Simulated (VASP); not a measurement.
# Ir (Fm-3m) in VASP: a series of runs

Runs on Ir. Level: r2SCAN. Tasks: single point, relaxation of cell and atoms.

Everything below comes from runs of VASP 6.6.1. Logs are shortened: lines on timing, memory, paths and dates and some standing lists are left out, and cuts for length are marked.

### 1 The cell of the first run

The structure is cubic, space group Fm-3m (No. 225). Conventional cell: a = 3.846 Å, b = 3.846 Å, c = 3.846 Å, α = 90.00°, β = 90.00°, γ = 90.00°. Within 3.6 Å of Ir (site symmetry m-3m) lie 12 Ir at 2.72 Å.

### 2 Single point, r2SCAN

The input, POSCAR:

```
Ir
1.0
    0.0000000000      1.9228532932      1.9228532932
    1.9228532932      0.0000000000      1.9228532932
    1.9228532932      1.9228532932      0.0000000000
Ir
1
Direct
    0.0000000000      0.0000000000      0.0000000000
```

The input, INCAR.step1:

```
  PREC = Accurate
  ENCUT = 520
  ISMEAR = -1
  SIGMA = 0.1
  LREAL = False
  LASPH = True
  NELM = 80
  NBANDS = 10
  GGA = PE
  ALGO = Normal
  EDIFF = 1E-4
  LWAVE = True
  LCHARG = False
```

The input, INCAR.step2:

```
  PREC = Accurate
  ENCUT = 520
  EDIFF = 1E-6
  ISMEAR = -1
  SIGMA = 0.1
  LREAL = False
  LASPH = True
  NELM = 80
  ALGO = Normal
  ISIF = 2
  LWAVE = False
  LCHARG = False
  METAGGA = R2SCAN
  LMIXTAU = True
  NBANDS = 10
  ISTART = 1
```

The input, KPOINTS:

```
Automatic mesh
0
Gamma
  19 19 19
```

Potentials or basis: VASP PAW PBE potentials, release 64 (Ir).

On the command line:

```
cat potpaw_PBE.64/Ir/POTCAR > POTCAR
cp INCAR.step1 INCAR
mpirun -np 1 vasp_std > vasp.out
cp INCAR.step2 INCAR
mpirun -np 1 vasp_std > vasp.out
```

OUTCAR:

```text
PREC = Accurate
   ENCUT = 520
   EDIFF = 1E-6
   ISMEAR = -1
   LREAL = False
   LASPH = True
   NELM = 80
   ISIF = 2
   METAGGA = R2SCAN
   ISTART = 1

 ion  position               nearest neighbor table
   1  0.000  0.000  0.000-

  LATTYP: Found a face centered cubic cell.
 ALAT       =     3.8457065864

  Lattice vectors:

 A1 = (   0.0000000000,   1.9228532932,   1.9228532932)
 A2 = (   1.9228532932,   0.0000000000,   1.9228532932)
 A3 = (   1.9228532932,   1.9228532932,   0.0000000000)

Analysis of symmetry for initial positions (statically):
=====================================================================
 Subroutine PRICEL returns:
 Original cell was already a primitive cell.

 Routine SETGRP: Setting up the symmetry group for a
 face centered cubic supercell.

 Subroutine GETGRP returns: Found 48 space group operations
 (whereof 48 operations were pure point group operations)
 out of a pool of 48 trial point group operations.

The static configuration has the point symmetry O_h .

Analysis of symmetry for dynamics (positions and initial velocities):
=====================================================================
 Subroutine PRICEL returns:
 Original cell was already a primitive cell.

 Routine SETGRP: Setting up the symmetry group for a
 face centered cubic supercell.

 Subroutine GETGRP returns: Found 48 space group operations
 (whereof 48 operations were pure point group operations)
 out of a pool of 48 trial point group operations.

The dynamic configuration has the point symmetry O_h .

 Subroutine INISYM returns: Found 48 space group operations
 (whereof 48 operations are pure point group operations),
 and found     1 'primitive' translations

----------------------------------------------------------------------------------------

                                     Primitive cell

  volume of cell :      14.2190

  direct lattice vectors                    reciprocal lattice vectors
     0.000000000  1.922853293  1.922853293    -0.260030238  0.260030238  0.260030238
     1.922853293  0.000000000  1.922853293     0.260030238 -0.260030238  0.260030238
     1.922853293  1.922853293  0.000000000     0.260030238  0.260030238 -0.260030238

  length of vectors
     2.719325206  2.719325206  2.719325206     0.450385584  0.450385584  0.450385584

  position of ions in fractional coordinates (direct lattice)
     0.000000000  0.000000000  0.000000000

  ion indices of the primitive-cell ions
   primitive index   ion index
                 1           1

----------------------------------------------------------------------------------------

 KPOINTS: Automatic mesh

Automatic generation of k-mesh.
 Grid dimensions read from file:
 generate k-points for:   19   19   19

 Generating k-lattice:

  Cartesian coordinates                     Fractional coordinates (reciprocal lattice)
    -0.013685802  0.013685802  0.013685802     0.052631579  0.000000000  0.000000000
     0.013685802 -0.013685802  0.013685802     0.000000000  0.052631579  0.000000000
     0.013685802  0.013685802 -0.013685802     0.000000000  0.000000000  0.052631579

  Length of vectors
     0.023704504  0.023704504  0.023704504

  Shift w.r.t. Gamma in fractional coordinates (k-lattice)
     0.000000000  0.000000000  0.000000000

 Subroutine IBZKPT returns following result:
 ===========================================

 Found    220 irreducible k-points:

 Following reciprocal coordinates:
            Coordinates               Weight
  0.000000  0.000000  0.000000      1.000000
  0.052632  0.000000  0.000000      8.000000
  0.105263  0.000000  0.000000      8.000000
  0.157895  0.000000  0.000000      8.000000
  0.210526  0.000000  0.000000      8.000000
  0.263158  0.000000  0.000000      8.000000
[... 16 lines left out ...]
 -0.315789  0.052632  0.000000     24.000000
 -0.263158  0.052632  0.000000     24.000000
 [... further k-points ...]
   k-points           NKPTS =    220   k-points in BZ     NKDIM =    220   number of bands    NBANDS=     10
   number of dos      NEDOS =    301   number of ions     NIONS =      1
   total plane-waves  NPLWV =   8000
   dimension x,y,z NGX =    20 NGY =   20 NGZ =   20
   dimension x,y,z NGXF=    40 NGYF=   40 NGZF=   40
   ions per type =               1
   NGX,Y,Z   is equivalent  to a cutoff of  12.23, 12.23, 12.23 a.u.
   NGXF,Y,Z  is equivalent  to a cutoff of  24.45, 24.45, 24.45 a.u.
 SYSTEM =  unknown system
   PREC   = accura    normal or accurate (medium, high low for compatibility)
   ISTART =      1    job   : 0-new  1-cont  2-samecut
   ICHARG =      0    charge: 1-file 2-atom 10-const
   ISPIN  =      1    spin polarized calculation?
   LNONCOLLINEAR =      F non collinear calculations
   LSORBIT =      F    spin-orbit coupling
   LASPH  =      T    aspherical Exc in radial PAW
   ENCUT  =  520.0 eV  38.22 Ry    6.18 a.u.   5.06  5.06  5.06*2*pi/ulx,y,z
   NELM   =     80;   NELMIN=  2; NELMDL=  0     # of ELM steps
   EDIFF  = 0.1E-05   stopping-criterion for ELM
   LREAL  =      F    real-space projection
   EDIFFG = 0.1E-04   stopping-criterion for IOM
   NSW    =      0    number of steps for IOM
   IBRION =     -1    ionic relax: 0-MD 1-quasi-New 2-CG
   NFREE  =      0    steps in history (QN), initial steepest desc. (CG)
   ISIF   =      2    stress and relaxation
   ISYM   =      2    0-nonsym 1-usesym 2-fastsym
   POTIM  = 0.5000    time-step for ionic-motion
   TEBEG  =    0.0;   TEEND  =   0.0 temperature during run
   PSTRESS=    0.0 pullay stress
   NELECT =       9.0000    total number of electrons
   NUPDOWN=      -1.0000    fix difference up-down
   EMIN   =  10.00;   EMAX   =-10.00  energy-range for DOS
   EFERMI =   0.00;   METHOD = LEGACY
   ISMEAR =    -1;   SIGMA  =   0.10  broadening in eV -4-tet -1-fermi 0-gaus
   EFERMI_NEDOS =   21; number of points for ismear=-14 and -15
   IALGO  =     38    algorithm
   IMIX   =      4    mixing-type and parameters
     AMIX     =   0.40;   BMIX     =  1.00
     AMIX_MAG =   1.60;   BMIX_MAG =  1.00
  volume/ion in A,a.u.               =      14.22        95.95
  Fermi-wavevector in a.u.,A,eV,Ry     =   1.405614  2.656226 26.881734  1.975752
  Thomas-Fermi vector in A             =   2.528058
   LORBIT       =      0    0 simple, 1 ext, 2 COOP (PROOUT), +10 PAW based schemes
   METAGGA = R2SCAN    functional components
   LHFCALC =     F    Hartree Fock is set to
   AEXX    =    0.0000 exact exchange contribution
   IVDW    =     0    specifies the selected vdW correction
   LEPSILON=     F    determine dielectric tensor
   LRPA    =     F    only Hartree local field effects (RPA)
 non-spin polarized calculation
  energy-cutoff  :      520.00
  volume of cell :       14.22
 maximum number of plane-waves:       391
   NGX = 11   NGY = 11   NGZ = 11

 number of electron       9.0000000 magnetization

 Free energy of the ion-electron system (eV)
  ---------------------------------------------------
  ext. energy  EPLUGINS =         0.00000000
  ---------------------------------------------------
  free energy    TOTEN  =       -52.37710728 eV

  energy without entropy =      -52.34359984  energy(sigma->0) =      -52.36035356

 E-fermi :  10.0753     XC(G=0): -15.2921

 val. band max:       10.0713751172   @ k =   0.3158   0.2105   0.1053
 cond. band min:      10.0829951241   @ k =   0.3158   0.2632   0.0526
 fundamental gap:      0.0116200069
 Fermi energy:        10.0753318025

 k-point     1 :       0.0000    0.0000    0.0000
  band No.  band energies     occupation
      1      -1.3836      2.00000
      2       6.1229      2.00000
      3       6.1229      2.00000
      4       6.1229      2.00000
      5       8.8126      1.99999
      6       8.8126      1.99999
      7      25.2008      0.00000
      8      31.0350      0.00000
      9      31.0350      0.00000
     10      31.0350      0.00000

 k-point     2 :       0.0526    0.0000    0.0000
  band No.  band energies     occupation
      1      -1.2552      2.00000
      2       6.0533      2.00000
      3       6.1789      2.00000
      4       6.1789      2.00000
      5       8.7767      2.00000
      6       8.7767      2.00000
      7      25.4207      0.00000
      8      30.3599      0.00000
      9      31.2422      0.00000
     10      31.2422      0.00000

 k-point     3 :       0.1053    0.0000    0.0000
  band No.  band energies     occupation
      1      -0.8815      2.00000
      2       5.8716      2.00000
      3       6.3274      2.00000
      4       6.3274      2.00000
      5       8.6960      2.00000
      6       8.6960      2.00000
      7      26.0300      0.00000
      8      28.9669      0.00000
      9      31.8456      0.00000
     10      31.8456      0.00000

 k-point     4 :       0.1579    0.0000    0.0000
  band No.  band energies     occupation
      1      -0.3030      2.00000
      2       5.6548      2.00000
      3       6.5015      2.00000
      4       6.5015      2.00000
      5       8.6547      2.00000
      6       8.6547      2.00000
      7      26.8304      0.00000
      8      27.4636      0.00000
      9      32.7922      0.00000
     10      32.7922      0.00000
[... 222 lines left out ...]
 k-point    22 :      -0.3684    0.0526    0.0000
  band No.  band energies     occupation
      1       1.8361      2.00000
      2       6.0787      2.00000
      3       6.2088      2.00000
      4       7.3655      2.00000
      5      10.1262      0.75124
      6      10.9686      0.00026
      7      20.1560      0.00000
      8      25.7632      0.00000
      9      31.2495      0.00000
     10      32.8426      0.00000

 k-point    23 :      -0.3158    0.0526    0.0000
  band No.  band energies     occupation
      1       1.7139      2.00000
      2       6.2268      2.00000
      3       6.3773      2.00000
      4       6.3871      2.00000
      5       9.5089      1.99309
      6      10.3878      0.08420
      7      22.0259      0.00000
      8      26.5687      0.00000
      9      32.2288      0.00000
     10      34.5574      0.00000

 k-point    24 :      -0.2632    0.0526    0.0000
  band No.  band energies     occupation
      1       1.3536      2.00000
      2       5.6546      2.00000
      3       6.4668      2.00000
      4       6.5603      2.00000
      5       8.9173      1.99998
      6       9.7957      1.88501
      7      23.8187      0.00000
      8      27.4585      0.00000
      9      33.1895      0.00000
     10      34.7742      0.00000

 [... further k-points ...]

------------------------ aborting loop because EDIFF is reached ----------------------------------------

  FORCE on cell =-STRESS in cart. coord.  units (eV):
  Direction    XX          YY          ZZ          XY          YZ          ZX
  --------------------------------------------------------------------------------------
  -------------------------------------------------------------------------------------
  Total        0.2179073      0.2179073      0.2179073      0.0000000      0.0000000     -0.0000000
  in kB       24.5535312     24.5535312     24.5535312      0.0000000      0.0000000     -0.0000000
  external PRESSURE =      24.5535312 kB  Pullay stress =       0.0000000 kB

 VOLUME and BASIS-vectors are now :
 -----------------------------------------------------------------------------
  energy-cutoff  :      520.00
  volume of cell :       14.22
      direct lattice vectors                 reciprocal lattice vectors
     0.000000000  1.922853293  1.922853293    -0.260030238  0.260030238  0.260030238
     1.922853293  0.000000000  1.922853293     0.260030238 -0.260030238  0.260030238
     1.922853293  1.922853293  0.000000000     0.260030238  0.260030238 -0.260030238

 POSITION                                       TOTAL-FORCE (eV/Angst)
 -----------------------------------------------------------------------------------
      0.00000      0.00000      0.00000         0.000000      0.000000      0.000000
 -----------------------------------------------------------------------------------
    total drift:                                0.000000      0.000000      0.000000

  FREE ENERGIE OF THE ION-ELECTRON SYSTEM (eV)
  ---------------------------------------------------
  free  energy   TOTEN  =       -52.3771072759 eV

  energy  without entropy=      -52.3435998443  energy(sigma->0) =      -52.36035356
```

Wall time 2.5 min (1 thread of Intel Xeon 8259CL, shared host); peak memory 0.16 GiB.

What came out:

- Free energy: -52.3771 eV
- Pressure: 2.5 GPa
- Band gap on the k mesh: zero (an odd number of electrons rules out a gap without spin polarisation)

Levels at points of the mesh, in eV from the Fermi level:
```
           k point  band 2  band 3  band 4  band 5  band 6  band 7
(0.00, 0.00, 0.00)   -3.95   -3.95   -3.95   -1.26   -1.26   15.13
```

Caveat: the PAW data sets were made with another functional, which shifts forces and pressure a little; spin-orbit coupling is left out, which moves the levels of the heavy elements.

### 3 Relaxation of cell and atoms, r2SCAN

This run uses another cell than the first one, of 14.15 Å³/atom.

The input, POSCAR:

```
Ir
1.0
    0.0000000000      1.9197388244      1.9197388244
    1.9197388244      0.0000000000      1.9197388244
    1.9197388244      1.9197388244      0.0000000000
Ir
1
Direct
    0.0000000000      0.0000000000      0.0000000000
```

The input, INCAR.step1:

```
SYSTEM = Ir
  PREC = Accurate
  ENCUT = 600
  ISMEAR = -1
  SIGMA = 0.1
  LREAL = .FALSE.
  LASPH = .TRUE.
  NELM = 60
  GGA = PE
  ALGO = Normal
  EDIFF = 1E-4
  LWAVE = .TRUE.
  LCHARG = .FALSE.
```

The input, INCAR.step2:

```
SYSTEM = Ir
  PREC = Accurate
  ENCUT = 600
  EDIFF = 1E-6
  ISMEAR = -1
  SIGMA = 0.1
  LREAL = .FALSE.
  LASPH = .TRUE.
  NELM = 60
  ALGO = Normal
  ISIF = 3
  LWAVE = .FALSE.
  LCHARG = .FALSE.
  METAGGA = R2SCAN
  LMIXTAU = .TRUE.
  IBRION = 2
  NSW = 60
  EDIFFG = -0.005
  ISTART = 1
```

The input, KPOINTS:

```
Automatic mesh
0
G
  19 19 19
  0 0 0
```

Potentials or basis: VASP PAW PBE potentials, release 64 (Ir).

On the command line:

```
cat potpaw_PBE.64/Ir/POTCAR > POTCAR
cp INCAR.step1 INCAR
mpirun -np 1 vasp_std > vasp.out
cp INCAR.step2 INCAR
mpirun -np 1 vasp_std > vasp.out
```

Run time: 6.3 min. Hardware: 1 thread of Intel Xeon 8259CL, shared host; peak memory 0.18 GiB.

It converged, with:

```
Free energy                           : -52.3777 eV
Relaxed volume                        : 14.31 Å³/atom
Relaxed cell                          : a = 2.725 Å, b = 2.725 Å, c = 2.725 Å, α = 60.00°, β = 60.00°, γ = 60.00°
Space group after relaxing (to 0.1 Å) : Fm-3m (No. 225)
Energy gained by relaxing             : 2.2 meV/atom
Ionic steps                           : 4
Pressure after relaxing               : 0.0 GPa
Band gap on the k mesh                : zero (an odd number of electrons rules out a gap without spin polarisation)
```

The path:
```csv
step,energy change (eV),largest force (eV/Å),pressure (GPa),volume (Å³)
1,0.0000,0.0000,4.41,14.15
2,0.0296,0.0000,-14.89,14.96
3,-0.0022,0.0000,-0.07,14.31
4,-0.0022,0.0000,0.03,14.31
```

Final structure:
```
Ir
1.0
     0.00000    1.92700    1.92700
     1.92700    0.00000    1.92700
     1.92700    1.92700    0.00000
Ir
1
Direct
  0.00000 0.00000 0.00000
```

Levels at points of the mesh, in eV from the Fermi level:
```csv
k point,band 1,band 2,band 3,band 4,band 5,band 6,band 7,band 8
"(0.00, 0.00, 0.00)",-11.39,-3.91,-3.91,-3.91,-1.25,-1.25,15.14,20.93
```

Caveat: the PAW data sets were made with another functional, which shifts forces and pressure a little; spin-orbit coupling is left out, which moves the levels of the heavy elements.
